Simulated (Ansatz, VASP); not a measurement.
# One calculation of HfN, two programs

File INCAR:

```
SYSTEM = HfN
ALGO = Normal
EDIFF = 1E-6
EDIFFG = -0.005
ENCUT = 600
GGA = PE
IBRION = 2
ISIF = 3
ISMEAR = -5
ISPIN = 2
LASPH = .TRUE.
LCHARG = .FALSE.
LMAXMIX = 4
LORBIT = 11
LREAL = .FALSE.
LWAVE = .FALSE.
MAGMOM = 0 0
NELM = 150
NSW = 60
PREC = Accurate
SIGMA = 0.1
```

The input KPOINTS:

```
k-points
0
G
  17 17 17
  0 0 0
```

File POSCAR:

```
HfN
1.0
    0.0000000000      2.1544346900      2.1544346900
    2.1544346900      0.0000000000      2.1544346900
    2.1544346900      2.1544346900      0.0000000000
Hf N
1 1
Direct
    0.0000000000      0.0000000000      0.0000000000
    0.5000000000      0.5000000000      0.5000000000
```

Input for Ansatz:

```yaml
crystal:
  lattice:
    - [0.0, 2.15443469, 2.15443469]
    - [2.15443469, 0.0, 2.15443469]
    - [2.15443469, 2.15443469, 0.0]
  atoms:
    - { symbol: Hf, position: [0.0, 0.0, 0.0] }
    - { symbol: "N", position: [0.5, 0.5, 0.5] }
kpoints:
  mp_grid: { grid: [17, 17, 17] }
scf:
  occupations: { method: tetrahedron }
hamiltonian:
  xc: pbe
  pseudopotentials: { kind: paw }
output:
  forces: true
  stress: true
relax:
  f_tol: 0.005
  max_steps: 40
  cell: {}
magnetization:
  spin_polarized: true
```

Alike in both runs: task relaxation of cell and atoms; functional PBE; k mesh 17 × 17 × 17; occupations tetrahedron; collinear spin.

|  | VASP | Ansatz |
| --- | --- | --- |
| version | VASP 6.6.1 | Ansatz 0.2.0 |
| potentials or method | VASP PAW PBE potentials, release 64 (Hf_pv, N) | PAW with Ansatz's default frozen-core files, scalar-relativistic |
| plane-wave cutoff (eV) | 600 | 420 |
| valence electrons in the cell | 15 | 31 |

VASP gave:

* gap on the k mesh at the Fermi level, each at its own relaxed structure (eV): none
* relaxed volume (Å³/atom): 11.65
* relaxed length of the cell vector where the two differ most in proportion (Å): 3.206

Task: Estimate Ansatz's values.

Result: gap on the k mesh at the Fermi level, each at its own relaxed structure (eV): none; relaxed volume (Å³/atom): 11.76; relaxed length of the cell vector where the two differ most in proportion (Å): 3.216.

A gap of «none» marks a metal or a gap that the smearing closes. VASP's potentials hold 15 valence electrons a cell and Ansatz's 31, so a difference there can come from the potentials and not from the codes. Ansatz's warnings: band table not solved further, forces under tetrahedra, no starting moments, tetrahedron derivatives may miss energy slope.

Neither program's run includes spin-orbit coupling. Noted on VASP's run: the volume moved by over 15 % at a fixed basis, so the end points are rough.
